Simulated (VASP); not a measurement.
Al3H:

```
Al H
1.0
     3.66998    0.00000    0.00000
     0.00000    3.66998    0.00000
     0.00000    0.00000    3.63226
Al H
3 1
Direct
  0.00000 0.50000 0.50000
  0.50000 0.00000 0.50000
  0.50000 0.50000 0.00000
  0.00000 0.00000 0.00000
```

| Quantity | Value |
| --- | --- |
| Program | VASP 6.6.1 |
| Task | relaxation of cell and atoms |
| Functional | PBE |
| Potentials or basis | VASP PAW PBE potentials, release 64 (Al, H) |
| Cutoff | 600 eV |
| k mesh | 6 × 6 × 6 |
| Occupations | gaussian, width 0.1 eV |
| Spin | no spin polarisation |

At the start: pressure 19.9 GPa; volume 12.23 Å³/atom.

Question: Where does the relaxation end?

Answer: Over 3 steps the energy falls by 137.1 meV/atom and the volume is 14.82 Å³/atom (+21.2 %); space group Pm-3m (No. 221, to 0.1 Å) before and after.

Step by step:
```csv
step,energy change (eV),largest force (eV/Å),pressure (GPa),volume (Å³)
1,0.0000,0.0000,19.93,48.92
2,-0.5438,0.0000,-1.24,60.50
3,-0.5483,0.0000,0.09,59.28
```

Final structure:
```xyz
4
Lattice="3.9133 0.0000 0.0000 0.0000 3.9133 0.0000 0.0000 0.0000 3.8711" Properties=species:S:1:pos:R:3 pbc="T T T"
Al    0.0000    1.9566    1.9356
Al    1.9566    0.0000    1.9356
Al    1.9566    1.9566    0.0000
H     0.0000    0.0000    0.0000
```

Caveat: the volume moved by over 15 % at a fixed basis, so the end points are rough.
